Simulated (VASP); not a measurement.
# Rh (Fm-3m) in VASP: single point with LDA

Aim: the single point of Rh with LDA.

Program: VASP 6.6.1. These are calculated values, not measurements. Logs are shortened: lines on timing, memory, paths and dates and some standing lists are left out, and cuts for length are marked.

### 1 The cell of the first run

Symmetry: Fm-3m, No. 225, cubic system. The conventional cell has a = 3.803 Å, b = 3.803 Å, c = 3.803 Å, α = 90.00°, β = 90.00°, γ = 90.00°. Within 3.5 Å of Rh (site symmetry m-3m) lie 12 Rh at 2.69 Å.

### 2 Single point, LDA

Contents of INCAR:

```
SYSTEM = Rh
PREC     = Accurate       ! precision mode
ENCUT    = 500            ! plane-wave cutoff, eV
EDIFF    = 1E-6           ! SCF threshold, eV
ISMEAR   = 0              ! smearing method
SIGMA    = 0.1            ! smearing width, eV
LREAL    = .False.        ! projectors in reciprocal space
LASPH    = .True.         ! aspherical terms in the spheres
NELM     = 120            ! most SCF steps
ALGO     = Normal         ! electronic algorithm
ISIF     = 2              ! what is computed and relaxed
LWAVE    = .False.        ! write WAVECAR
LCHARG   = .True.         ! write CHGCAR
GGA      = CA             ! functional
LELF     = .True.         ! ELF
LVHAR    = .True.       
NBANDS   = 14             ! bands
GGA_COMPAT= .False.
```

Contents of KPOINTS:

```
Automatic mesh
0
Gamma
  8 8 8
  0 0 0
```

Contents of POSCAR:

```
Rh
1.0
    0.0000000000      1.9015500000      1.9015500000
    1.9015500000      0.0000000000      1.9015500000
    1.9015500000      1.9015500000      0.0000000000
Rh
1
Direct
    0.0000000000      0.0000000000      0.0000000000
```

Potentials or basis: VASP PAW LDA potentials, release 64 (Rh_pv).

Started as:

```sh
cat potpaw_LDA.64/Rh_pv/POTCAR > POTCAR
mpirun -np 1 vasp_std > vasp.out
```

OUTCAR:

```text
SYSTEM = Rh
   PREC = Accurate
   ENCUT = 500
   EDIFF = 1E-6
   ISMEAR = 0
   LREAL = .False.
   LASPH = .True.
   NELM = 120
   ISIF = 2
   GGA = CA

 ion  position               nearest neighbor table
   1  0.000  0.000  0.000-

  LATTYP: Found a face centered cubic cell.
 ALAT       =     3.8031000000

  Lattice vectors:

 A1 = (   0.0000000000,   1.9015500000,   1.9015500000)
 A2 = (   1.9015500000,   0.0000000000,   1.9015500000)
 A3 = (   1.9015500000,   1.9015500000,   0.0000000000)

Analysis of symmetry for initial positions (statically):
=====================================================================
 Subroutine PRICEL returns:
 Original cell was already a primitive cell.

 Routine SETGRP: Setting up the symmetry group for a
 face centered cubic supercell.

 Subroutine GETGRP returns: Found 48 space group operations
 (whereof 48 operations were pure point group operations)
 out of a pool of 48 trial point group operations.

The static configuration has the point symmetry O_h .

Analysis of symmetry for dynamics (positions and initial velocities):
=====================================================================
 Subroutine PRICEL returns:
 Original cell was already a primitive cell.

 Routine SETGRP: Setting up the symmetry group for a
 face centered cubic supercell.

 Subroutine GETGRP returns: Found 48 space group operations
 (whereof 48 operations were pure point group operations)
 out of a pool of 48 trial point group operations.

The dynamic configuration has the point symmetry O_h .

 Subroutine INISYM returns: Found 48 space group operations
 (whereof 48 operations are pure point group operations),
 and found     1 'primitive' translations

----------------------------------------------------------------------------------------

                                     Primitive cell

  volume of cell :      13.7516

  direct lattice vectors                    reciprocal lattice vectors
     0.000000000  1.901550000  1.901550000    -0.262943388  0.262943388  0.262943388
     1.901550000  0.000000000  1.901550000     0.262943388 -0.262943388  0.262943388
     1.901550000  1.901550000  0.000000000     0.262943388  0.262943388 -0.262943388

  length of vectors
     2.689197800  2.689197800  2.689197800     0.455431308  0.455431308  0.455431308

  position of ions in fractional coordinates (direct lattice)
     0.000000000  0.000000000  0.000000000

  ion indices of the primitive-cell ions
   primitive index   ion index
                 1           1

----------------------------------------------------------------------------------------

 KPOINTS: Automatic mesh

Automatic generation of k-mesh.
 Grid dimensions read from file:
 generate k-points for:    8    8    8

 Generating k-lattice:

  Cartesian coordinates                     Fractional coordinates (reciprocal lattice)
    -0.032867924  0.032867924  0.032867924     0.125000000  0.000000000  0.000000000
     0.032867924 -0.032867924  0.032867924     0.000000000  0.125000000  0.000000000
     0.032867924  0.032867924 -0.032867924     0.000000000  0.000000000  0.125000000

  Length of vectors
     0.056928914  0.056928914  0.056928914

  Shift w.r.t. Gamma in fractional coordinates (k-lattice)
     0.000000000  0.000000000  0.000000000

 Subroutine IBZKPT returns following result:
 ===========================================

 Found     29 irreducible k-points:

 Following reciprocal coordinates:
            Coordinates               Weight
  0.000000  0.000000  0.000000      1.000000
  0.125000  0.000000  0.000000      8.000000
  0.250000  0.000000  0.000000      8.000000
  0.375000  0.000000  0.000000      8.000000
  0.500000  0.000000  0.000000      4.000000
  0.125000  0.125000  0.000000      6.000000
[... 16 lines left out ...]
  0.500000  0.250000  0.125000     48.000000
 -0.375000  0.250000  0.125000     24.000000
 [... further k-points ...]
   k-points           NKPTS =     29   k-points in BZ     NKDIM =     29   number of bands    NBANDS=     14
   number of dos      NEDOS =    301   number of ions     NIONS =      1
   total plane-waves  NPLWV =   8000
   dimension x,y,z NGX =    20 NGY =   20 NGZ =   20
   dimension x,y,z NGXF=    40 NGYF=   40 NGZF=   40
   ions per type =               1
   NGX,Y,Z   is equivalent  to a cutoff of  12.36, 12.36, 12.36 a.u.
   NGXF,Y,Z  is equivalent  to a cutoff of  24.73, 24.73, 24.73 a.u.
 SYSTEM =  Rh
   PREC   = accura    normal or accurate (medium, high low for compatibility)
   ISTART =      0    job   : 0-new  1-cont  2-samecut
   ICHARG =      2    charge: 1-file 2-atom 10-const
   ISPIN  =      1    spin polarized calculation?
   LNONCOLLINEAR =      F non collinear calculations
   LSORBIT =      F    spin-orbit coupling
   LASPH  =      T    aspherical Exc in radial PAW
   ENCUT  =  500.0 eV  36.75 Ry    6.06 a.u.   4.90  4.90  4.90*2*pi/ulx,y,z
   NELM   =    120;   NELMIN=  2; NELMDL= -5     # of ELM steps
   EDIFF  = 0.1E-05   stopping-criterion for ELM
   LREAL  =      F    real-space projection
   EDIFFG = 0.1E-04   stopping-criterion for IOM
   NSW    =      0    number of steps for IOM
   IBRION =     -1    ionic relax: 0-MD 1-quasi-New 2-CG
   NFREE  =      0    steps in history (QN), initial steepest desc. (CG)
   ISIF   =      2    stress and relaxation
   ISYM   =      2    0-nonsym 1-usesym 2-fastsym
   POTIM  = 0.5000    time-step for ionic-motion
   TEBEG  =    0.0;   TEEND  =   0.0 temperature during run
   PSTRESS=    0.0 pullay stress
   NELECT =      15.0000    total number of electrons
   NUPDOWN=      -1.0000    fix difference up-down
   EMIN   =  10.00;   EMAX   =-10.00  energy-range for DOS
   EFERMI =   0.00;   METHOD = LEGACY
   ISMEAR =     0;   SIGMA  =   0.10  broadening in eV -4-tet -1-fermi 0-gaus
   EFERMI_NEDOS =   21; number of points for ismear=-14 and -15
   IALGO  =     38    algorithm
   IMIX   =      4    mixing-type and parameters
     AMIX     =   0.40;   BMIX     =  1.00
     AMIX_MAG =   1.60;   BMIX_MAG =  1.00
  volume/ion in A,a.u.               =      13.75        92.80
  Fermi-wavevector in a.u.,A,eV,Ry     =   1.685211  3.184586 38.639656  2.839935
  Thomas-Fermi vector in A             =   2.768095
   LORBIT       =      0    0 simple, 1 ext, 2 COOP (PROOUT), +10 PAW based schemes
   GGA     = CA    functional components
   LHFCALC =     F    Hartree Fock is set to
   AEXX    =    0.0000 exact exchange contribution
   IVDW    =     0    specifies the selected vdW correction
   LEPSILON=     F    determine dielectric tensor
   LRPA    =     F    only Hartree local field effects (RPA)
 non-spin polarized calculation
 Gauss-broadening in eV      SIGMA  =   0.10
  energy-cutoff  :      500.00
  volume of cell :       13.75
 maximum number of plane-waves:       360
   NGX =  9   NGY =  9   NGZ =  9

 number of electron      15.0000007 magnetization

 Free energy of the ion-electron system (eV)
  ---------------------------------------------------
  ext. energy  EPLUGINS =         0.00000000
  ---------------------------------------------------
  free energy    TOTEN  =        -8.63669211 eV

  energy without entropy =       -8.62646641  energy(sigma->0) =       -8.63157926

 E-fermi :  11.7393     XC(G=0): -14.3466

 val. band max:       11.7113617301   @ k =  -0.3750   0.2500   0.0000
 cond. band min:      11.8114381240   @ k =   0.3750   0.0000   0.0000
 fundamental gap:      0.1000763939
 Fermi energy:        11.7392502503

 k-point     1 :       0.0000    0.0000    0.0000
  band No.  band energies     occupation
      1     -34.4251      2.00000
      2     -34.4251      2.00000
      3     -34.4251      2.00000
      4       3.6758      2.00000
      5       8.6117      2.00000
      6       8.6117      2.00000
      7       8.6117      2.00000
      8      10.7518      2.00000
      9      10.7518      2.00000
     10      27.6444      0.00000
     11      32.1208      0.00000
     12      33.0611      0.00000
     13      33.0611      0.00000
     14      33.0611      0.00000

 k-point     2 :       0.1250    0.0000    0.0000
  band No.  band energies     occupation
      1     -34.5379      2.00000
      2     -34.4403      2.00000
      3     -34.4403      2.00000
      4       4.2800      2.00000
      5       8.3763      2.00000
      6       8.8286      2.00000
      7       8.8286      2.00000
      8      10.6503      2.00000
      9      10.6503      2.00000
     10      28.4679      0.00000
     11      30.5416      0.00000
     12      32.1227      0.00000
     13      33.9598      0.00000
     14      33.9598      0.00000

 k-point     3 :       0.2500    0.0000    0.0000
  band No.  band energies     occupation
      1     -34.8053      2.00000
      2     -34.4770      2.00000
      3     -34.4770      2.00000
      4       5.4747      2.00000
      5       8.4775      2.00000
      6       8.9846      2.00000
      7       8.9846      2.00000
      8      10.9055      2.00000
      9      10.9055      2.00000
     10      26.7719      0.00000
     11      29.2424      0.00000
     12      32.1215      0.00000
     13      36.0464      0.00000
     14      36.0464      0.00000

 k-point     4 :       0.3750    0.0000    0.0000
  band No.  band energies     occupation
      1     -35.0658      2.00000
      2     -34.5134      2.00000
      3     -34.5134      2.00000
      4       5.6636      2.00000
      5       8.7092      2.00000
      6       8.7092      2.00000
      7      10.5630      2.00000
      8      11.8114      0.30731
      9      11.8114      0.30730
     10      22.7512      0.00000
     11      27.8737      0.00000
     12      32.1218      0.00000
     13      34.2047      0.00000
     14      34.2047      0.00000

 k-point     5 :       0.5000    0.0000    0.0000
  band No.  band energies     occupation
      1     -35.1719      2.00000
      2     -34.5284      2.00000
      3     -34.5284      2.00000
      4       5.5433      2.00000
      5       8.5521      2.00000
      6       8.5521      2.00000
      7      12.3115      0.00000
      8      12.3115      0.00000
      9      12.4003      0.00000
     10      20.2994      0.00000
     11      27.1668      0.00000
[... 276 lines left out ...]
 k-point    22 :       0.3750    0.2500    0.1250
  band No.  band energies     occupation
      1     -34.8698      2.00000
      2     -34.6156      2.00000
      3     -34.5239      2.00000
      4       6.5969      2.00000
      5       7.2854      2.00000
      6       8.6345      2.00000
      7      10.2417      2.00000
      8      10.4656      2.00000
      9      12.5307      0.00000
     10      27.2367      0.00000
     11      28.6006      0.00000
     12      31.3196      0.00000
     13      32.1260      0.00000
     14      33.4165      0.00000

 k-point    23 :       0.5000    0.2500    0.1250
  band No.  band energies     occupation
      1     -35.0103      2.00000
      2     -34.6984      2.00000
      3     -34.5676      2.00000
      4       6.7467      2.00000
      5       7.8047      2.00000
      6       8.3145      2.00000
      7      10.0009      2.00000
      8      11.5986      1.95324
      9      14.8434      0.00000
     10      23.2853      0.00000
     11      27.5478      0.00000
     12      29.3943      0.00000
     13      32.1233      0.00000
     14      34.0181      0.00000

 k-point    24 :      -0.3750    0.2500    0.1250
  band No.  band energies     occupation
      1     -35.0706      2.00000
      2     -34.7244      2.00000
      3     -34.5912      2.00000
      4       6.6747      2.00000
      5       7.5620      2.00000
      6       9.0365      2.00000
      7       9.7141      2.00000
      8      12.1091      0.00000
      9      17.1206      0.00000
     10      20.0858      0.00000
     11      27.7746      0.00000
     12      28.4470      0.00000
     13      32.1234      0.00000
     14      32.7790      0.00000

 [... further k-points ...]
[... 5 lines left out ...]
  --------------------------------------------------------------------------------------
  -------------------------------------------------------------------------------------
  Total       -0.8192980     -0.8192980     -0.8192980      0.0000000     -0.0000000      0.0000000
  in kB      -95.4551239    -95.4551239    -95.4551239      0.0000000     -0.0000000      0.0000000
  external PRESSURE =     -95.4551239 kB  Pullay stress =       0.0000000 kB

 VOLUME and BASIS-vectors are now :
 -----------------------------------------------------------------------------
  energy-cutoff  :      500.00
  volume of cell :       13.75
      direct lattice vectors                 reciprocal lattice vectors
     0.000000000  1.901550000  1.901550000    -0.262943388  0.262943388  0.262943388
     1.901550000  0.000000000  1.901550000     0.262943388 -0.262943388  0.262943388
     1.901550000  1.901550000  0.000000000     0.262943388  0.262943388 -0.262943388

 POSITION                                       TOTAL-FORCE (eV/Angst)
 -----------------------------------------------------------------------------------
      0.00000      0.00000      0.00000         0.000000     -0.000000     -0.000000
 -----------------------------------------------------------------------------------
    total drift:                                0.000000     -0.000000      0.000000

  FREE ENERGIE OF THE ION-ELECTRON SYSTEM (eV)
  ---------------------------------------------------
  free  energy   TOTEN  =        -8.6366921060 eV

  energy  without entropy=       -8.6264664141  energy(sigma->0) =       -8.63157926
```

Wall time 5.5 s (1 thread of Intel Xeon 6975P-C, shared host); peak memory 0.12 GiB.

Results:

```
Free energy : -8.6367 eV
Pressure    : -9.5 GPa
```

Levels at points of the mesh, in eV from the Fermi level:
```tsv
k point	band 5	band 6	band 7	band 8	band 9	band 10
(0.00, 0.00, 0.00)	-3.13	-3.13	-3.13	-0.99	-0.99	15.91
(0.50, 0.00, 0.00)	-3.19	-3.19	0.57	0.57	0.66	8.56
(0.50, 0.50, 0.00)	-6.01	0.56	0.98	0.98	3.16	12.22
```
